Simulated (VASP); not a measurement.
# Pb (Cmce) in VASP: notebook, part 2 of 2

VASP 6.6.1.

## (5) Single point, PBEsol

This run uses another cell than the first one, of 32.47 Å³/atom, 0.993 times its volume.

INCAR

```
SYSTEM = Pb
  ALGO = Fast
  EDIFF = 1E-7
  ENCUT = 520
  GGA = PS
  ISIF = 2
  ISMEAR = 0
  LASPH = .True.
  LCHARG = .False.
  LREAL = .False.
  LWAVE = .False.
  NBANDS = 36
  NELM = 60
  PREC = Accurate
  SIGMA = 0.1
```

KPOINTS

```
k-points
0
Gamma
  6 6 4
  0 0 0
```

POSCAR

```
Pb
1.0
    1.9777903398     -6.2739572711      0.0000000000
    1.9777903398      6.2739572711      0.0000000000
    0.0000000000      0.0000000000      5.2342729234
Pb
4
Direct
    0.0980000000      0.9020000000      0.9100000000
    0.5980000000      0.4020000000      0.5900000000
    0.9020000000      0.0980000000      0.0900000000
    0.4020000000      0.5980000000      0.4100000000
```

Potentials or basis: VASP PAW PBE potentials, release 64 (Pb_d).

Run with:

```console
cat potpaw_PBE.64/Pb_d/POTCAR > POTCAR
mpirun -np 1 vasp_std > vasp.out
```

OUTCAR:

```text
SYSTEM = Pb
   EDIFF = 1E-7
   ENCUT = 520
   GGA = PS
   ISIF = 2
   ISMEAR = 0
   LASPH = .True.
   LREAL = .False.
   NELM = 60
   PREC = Accurate

 ion  position               nearest neighbor table
   1  0.098  0.902  0.910-   2 2.59   2 2.59   3 2.63   2 4.07   2 4.07   4 4.10   4 4.10   4 4.10
                             4 4.10
   2  0.598  0.402  0.590-   1 2.59   1 2.59   4 2.63   1 4.07   1 4.07   3 4.10   3 4.10   3 4.10
                             3 4.10
   3  0.902  0.098  0.090-   4 2.59   4 2.59   1 2.63   4 4.07   4 4.07   2 4.10   2 4.10   2 4.10
[... 1140 lines left out ...]
 [... further k-points ...]
[... 5 lines left out ...]
  --------------------------------------------------------------------------------------
  -------------------------------------------------------------------------------------
  Total       22.1349911     11.0307639     16.3851138      0.0000000      0.0000000      0.0000000
  in kB      273.0120188    136.0529624    202.0932818      0.0000000      0.0000000      0.0000000
  external PRESSURE =     203.7194210 kB  Pullay stress =       0.0000000 kB

 VOLUME and BASIS-vectors are now :
 -----------------------------------------------------------------------------
  energy-cutoff  :      520.00
  volume of cell :      129.90
      direct lattice vectors                 reciprocal lattice vectors
     1.977790340 -6.273957271  0.000000000     0.252807383 -0.079694518  0.000000000
     1.977790340  6.273957271  0.000000000     0.252807383  0.079694518  0.000000000
     0.000000000  0.000000000  5.234272923     0.000000000  0.000000000  0.191048502

 POSITION                                       TOTAL-FORCE (eV/Angst)
 -----------------------------------------------------------------------------------
      1.97779      5.04426      4.76319         0.000000     -2.740797      3.336156
      1.97779     -1.22970      3.08822         0.000000     -2.740797     -3.336156
      1.97779     -5.04426      0.47108         0.000000      2.740797     -3.336156
      1.97779      1.22970      2.14605         0.000000      2.740797      3.336156
 -----------------------------------------------------------------------------------
    total drift:                                0.000000     -0.000000      0.000000

  FREE ENERGIE OF THE ION-ELECTRON SYSTEM (eV)
  ---------------------------------------------------
  free  energy   TOTEN  =       -10.5414181398 eV

  energy  without entropy=      -10.5185440224  energy(sigma->0) =      -10.52998108
```

OSZICAR:

```text
N       E                     dE             d eps       ncg     rms          rms(c)
DAV:   1     0.698427800753E+03    0.69843E+03   -0.27753E+04  2808   0.188E+03
[... 18 lines left out ...]
RMM:  20    -0.105414416493E+02   -0.19527E-05   -0.39855E-07  2543   0.716E-03    0.398E-02
RMM:  21    -0.105414285029E+02    0.13146E-04   -0.12307E-05  4941   0.201E-02    0.244E-02
RMM:  22    -0.105414256570E+02    0.28459E-05   -0.17050E-06  3132   0.133E-02    0.197E-02
RMM:  23    -0.105414219440E+02    0.37129E-05   -0.15998E-06  3890   0.853E-03    0.128E-02
RMM:  24    -0.105414182850E+02    0.36590E-05   -0.53791E-06  4048   0.257E-02    0.285E-03
RMM:  25    -0.105414180842E+02    0.20077E-06   -0.49669E-07  2915   0.513E-03    0.127E-03
RMM:  26    -0.105414181398E+02   -0.55602E-07   -0.11778E-07  1659   0.363E-03
   1 F= -.10541418E+02 E0= -.10529981E+02  d E =-.228741E-01
```

Run time: 4.4 min. Hardware: 1 thread of Intel Xeon 6975P-C (Granite Rapids), shared host; peak memory 0.36 GiB.

Results:

```yaml
Free_energy: -10.5414 eV
Pressure: 20.4 GPa
Largest_force: 4.318 eV/Å
Band_gap_on_the_k_mesh: zero (band 28 reaches 7.33 eV, above the bottom of band 29 at 5.59 eV)
```

Forces in eV/Å, atoms in the order of the input:
```
Pb   0.000 -2.741  3.336
Pb   0.000 -2.741 -3.336
Pb   0.000  2.741 -3.336
Pb   0.000  2.741  3.336
```

Caveat: the PAW data sets were made with another functional, which shifts forces and pressure a little; spin-orbit coupling is left out, which moves the levels of the heavy elements.

## (6) Relaxation of cell and atoms, PBEsol

This run uses another cell than the first one, of 32.47 Å³/atom, 0.993 times its volume.

INCAR

```
SYSTEM = Pb
ALGO     = Fast           ! electronic algorithm
EDIFF    = 1E-7           ! SCF threshold, eV
EDIFFG   = -0.04          ! ionic threshold
ENCUT    = 600            ! plane-wave cutoff, eV
GGA      = PS             ! functional
IBRION   = 2              ! ionic algorithm
ISIF     = 3              ! what is computed and relaxed
ISMEAR   = 0              ! smearing method
LASPH    = .True.         ! aspherical terms in the spheres
LCHARG   = .False.        ! write CHGCAR
LREAL    = .False.        ! projectors in reciprocal space
LWAVE    = .False.        ! write WAVECAR
NELM     = 100            ! most SCF steps
NSW      = 90             ! ionic steps
PREC     = Accurate       ! precision mode
SIGMA    = 0.1            ! smearing width, eV
```

KPOINTS

```
k-points
0
Gamma
  4 4 4
  0 0 0
```

POSCAR is that of step 5.

Potentials or basis: VASP PAW PBE potentials, release 64 (Pb_d).

Run with:

```console
cat potpaw_PBE.64/Pb_d/POTCAR > POTCAR
mpirun -np 1 vasp_std > vasp.out
```

OUTCAR:

```text
SYSTEM = Pb
   EDIFF = 1E-7
   EDIFFG = -0.04
   ENCUT = 600
   GGA = PS
   IBRION = 2
   ISIF = 3
   ISMEAR = 0
   LASPH = .True.
   LREAL = .False.
   NELM = 100
   NSW = 90
   PREC = Accurate

 ion  position               nearest neighbor table
   1  0.098  0.902  0.910-   2 2.59   2 2.59   3 2.63   2 4.07   2 4.07   4 4.10   4 4.10   4 4.10
                             4 4.10
   2  0.598  0.402  0.590-   1 2.59   1 2.59   4 2.63   1 4.07   1 4.07   3 4.10   3 4.10   3 4.10
                             3 4.10
   3  0.902  0.098  0.090-   4 2.59   4 2.59   1 2.63   4 4.07   4 4.07   2 4.10   2 4.10   2 4.10
                             2 4.10
   4  0.402  0.598  0.410-   3 2.59   3 2.59   2 2.63   3 4.07   3 4.07   1 4.10   1 4.10   1 4.10
                             1 4.10

  LATTYP: Found a base centered orthorhombic cell.
 ALAT       =     3.9555806796
 B/A-ratio  =     3.1722054380
 C/A-ratio  =     1.3232628399

  Lattice vectors:
[... 193 lines left out ...]
  in kB      247.5165125    145.9442980    221.1544098      0.0000000      0.0000000      0.0000000
  external PRESSURE =     204.8717401 kB  Pullay stress =       0.0000000 kB
[... 1624 lines left out ...]
     32       7.9821      0.00000
     33       8.7608      0.00000

[... ionic steps 4 to 37 ...]

--------------------------------------- Ionic step       38  -------------------------------------------

 number of electron      56.0000005 magnetization

------------------------ aborting loop because EDIFF is reached ----------------------------------------
[... 71 lines left out ...]
--------------------------------------- Ionic step       40  -------------------------------------------

 number of electron      56.0000007 magnetization

 Free energy of the ion-electron system (eV)
  ---------------------------------------------------
  ext. energy  EPLUGINS =         0.00000000
  ---------------------------------------------------
  free energy    TOTEN  =       -15.61957642 eV

  energy without entropy =      -15.60439230  energy(sigma->0) =      -15.61198436

 E-fermi :   6.6484     XC(G=0): -10.1674

 val. band max:        6.6356466088   @ k =   0.5000   0.5000   0.2500
 cond. band min:       6.6980027236   @ k =   0.2500   0.2500   0.0000
 fundamental gap:      0.0623561148
 Fermi energy:         6.6484314870
[... 785 lines left out ...]
  FREE ENERGIE OF THE ION-ELECTRON SYSTEM (eV)
  ---------------------------------------------------
  free  energy   TOTEN  =       -15.6195764238 eV

  energy  without entropy=      -15.6043922967  energy(sigma->0) =      -15.61198436

 reached required accuracy - stopping structural energy minimisation
```

CONTCAR:

```text
Pb
   1.00000000000000
     1.8288551664313579   -6.1182773113507531   -0.0000000000000000
     1.8288551664313579    6.1182773113507531    0.0000000000000000
     0.0000000000000000    0.0000000000000000    5.5679134413583284
  Pb
     4
Direct
     0.1351602138029352    0.8648397861970646    0.9988143458113137
     0.6351602138029354    0.3648397861970647    0.5011856541886864
     0.8648397861970646    0.1351602138029352    0.0011856541886867
     0.3648397861970647    0.6351602138029354    0.4988143458113134

  0.00000000E+00  0.00000000E+00  0.00000000E+00
  0.00000000E+00  0.00000000E+00  0.00000000E+00
  0.00000000E+00  0.00000000E+00  0.00000000E+00
  0.00000000E+00  0.00000000E+00  0.00000000E+00
```

It took 60 min on 1 thread of Intel Xeon 6975P-C (Granite Rapids), shared host; peak memory 0.43 GiB.

Results:

```
Free energy                            : -15.6196 eV
Relaxed volume                         : 31.15 Å³/atom
Relaxed cell                           : a = 6.386 Å, b = 6.386 Å, c = 5.568 Å, α = 90.00°, β = 90.00°, γ = 146.72°
Space group after relaxing (to 0.05 Å) : Fmmm (No. 69)
Energy gained by relaxing              : 1294.7 meV/atom
Ionic steps                            : 40
Pressure after relaxing                : 0.0 GPa
Largest force after relaxing           : 0.038 eV/Å
Band gap on the k mesh                 : zero (band 28 reaches 8.10 eV, above the bottom of band 29 at 6.22 eV)
```

Forces on the atoms (eV/Å):
```
Pb   0.000 -0.011  0.037
Pb   0.000 -0.011 -0.037
Pb   0.000  0.011 -0.037
Pb   0.000  0.011  0.037
```

Step by step:
```tsv
step	energy change (eV)	largest force (eV/Å)	pressure (GPa)	volume (Å³)
1	0.0000	4.4761	20.49	129.90
2	-1.7971	0.5269	-4.72	224.23
3	-2.9619	0.5916	-1.06	174.08
4	-2.9648	0.6288	-0.86	172.82
5	-2.9652	0.6754	-0.57	171.39
6	-3.0587	0.6538	-0.81	168.48
7	-3.2971	1.0639	-1.04	159.86
8	-3.6011	2.0375	0.75	143.20
9	-3.5889	2.4004	2.51	136.93
10	-3.6026	2.3980	2.57	136.62
11	-3.6428	2.3909	2.75	135.69
12	-3.7199	2.3757	3.20	133.84
13	-3.8580	2.3237	4.34	130.18
14	-3.9346	2.0026	8.08	123.02
15	-3.9558	2.1419	6.45	125.54
16	-4.1434	1.8372	5.64	126.40
17	-4.5459	1.1195	3.61	128.96
18	-4.8832	0.5065	1.34	134.03
19	-4.8895	0.5513	1.22	134.91
20	-4.8897	0.5362	1.24	134.73
21	-4.9065	0.4534	0.81	135.51
22	-4.9272	0.3005	-0.17	137.58
23	-4.9279	0.2818	-0.35	137.97
24	-4.9410	0.2688	-0.45	137.73
25	-4.9765	0.2324	-0.71	136.99
26	-5.0215	0.2374	-1.02	135.41
27	-5.0305	0.4135	-0.87	131.89
28	-5.0471	0.3946	-0.74	130.80
29	-5.0711	0.2541	-0.09	127.53
30	-5.0890	0.2312	-0.18	127.43
31	-5.1247	0.1916	-0.27	127.09
32	-5.1464	0.1339	-0.24	126.20
33	-5.1483	0.1615	-0.29	126.49
34	-5.1487	0.1534	-0.28	126.40
35	-5.1582	0.1288	-0.04	125.47
36	-5.1684	0.0372	0.63	123.15
37	-5.1759	0.0240	0.22	124.10
38	-5.1775	0.0590	-0.10	124.84
39	-5.1775	0.0533	-0.06	124.75
40	-5.1787	0.0383	-0.02	124.60
```

Final structure:
```
Pb
1.0
     1.82886   -6.11828    0.00000
     1.82886    6.11828    0.00000
     0.00000    0.00000    5.56791
Pb
4
Direct
  0.13516 0.86484 0.99881
  0.63516 0.36484 0.50119
  0.86484 0.13516 0.00119
  0.36484 0.63516 0.49881
```

Levels at points of the mesh, in eV from the Fermi level:
| k point | band 24 | band 25 | band 26 | band 27 | band 28 | band 29 | band 30 | band 31 | band 32 | band 33 |
| --- | --- | --- | --- | --- | --- | --- | --- | --- | --- | --- |
| (0.00, 0.00, 0.00) | -5.10 | -4.12 | -3.90 | -1.20 | -0.62 | 1.93 | 2.82 | 4.27 | 5.36 | 6.29 |
| (0.50, 0.00, 0.00) | -7.20 | -1.76 | -1.76 | -1.01 | -1.01 | -0.21 | -0.21 | 1.19 | 1.19 | 1.69 |
| (0.50, 0.50, 0.00) | -6.53 | -3.20 | -2.43 | -0.35 | 0.36 | 1.22 | 2.98 | 3.21 | 4.03 | 5.13 |
| (0.00, 0.00, 0.50) | -7.48 | -2.81 | -2.81 | 1.24 | 1.24 | 3.27 | 3.27 | 3.47 | 3.47 | 4.38 |
| (0.50, 0.00, 0.50) | -7.23 | -3.37 | -3.37 | -3.02 | -3.02 | 0.81 | 0.81 | 2.95 | 2.95 | 4.32 |
| (0.50, 0.50, 0.50) | -8.94 | 0.95 | 0.95 | 1.33 | 1.33 | 2.05 | 2.05 | 2.26 | 2.26 | 2.73 |

Caveat: the k points lie up to 0.45 Å⁻¹ apart in the final cell; the PAW data sets were made with another functional, which shifts forces and pressure a little; spin-orbit coupling is left out, which moves the levels of the heavy elements.

## (7) The runs side by side

| task | cell | k mesh | cutoff (eV) | gap on the mesh (eV) | pressure (GPa) | relaxed volume (Å³/atom) | largest force (eV/Å) |
| --- | --- | --- | --- | --- | --- | --- | --- |
| single point | a = 5.277, b = 5.277, c = 5.370 Å, angles 90.0, 90.0, 118.9°, 4 atoms | 4 × 4 × 4 | 520 | none | 3.2 | - | 0.79 |
| single point | a = 5.475, b = 5.475, c = 5.431 Å, angles 90.0, 90.0, 119.9°, 4 atoms | 4 × 4 × 4 | 520 | none | 0.0 | - | 0.02 |
| relaxation of cell and atoms | relaxed from a = 5.277, b = 5.277, c = 5.370 Å, angles 90.0, 90.0, 118.9°, 4 atoms | 4 × 4 × 4 | 600 | none | -0.1 | 35.28 | 0.02 |
| single point | a = 6.578, b = 6.578, c = 5.234 Å, angles 90.0, 90.0, 145.0°, 4 atoms | 6 × 6 × 4 | 520 | none | 20.4 | - | 4.32 |
| relaxation of cell and atoms | relaxed from a = 6.578, b = 6.578, c = 5.234 Å, angles 90.0, 90.0, 145.0°, 4 atoms | 4 × 4 × 4 | 600 | none | 0.0 | 31.15 | 0.04 |

Alike in all rows: level PBEsol; potentials or basis VASP PAW PBE potentials, release 64 (Pb_d); no spin polarisation; smearing gaussian 0.1 eV.

Caveats: some runs use coarse meshes; the PAW data sets were made with another functional, which shifts forces and pressure a little; spin-orbit coupling is left out, which moves the levels of the heavy elements.

Total energies depend on the potentials used, so only differences within one code and one set of settings carry meaning.
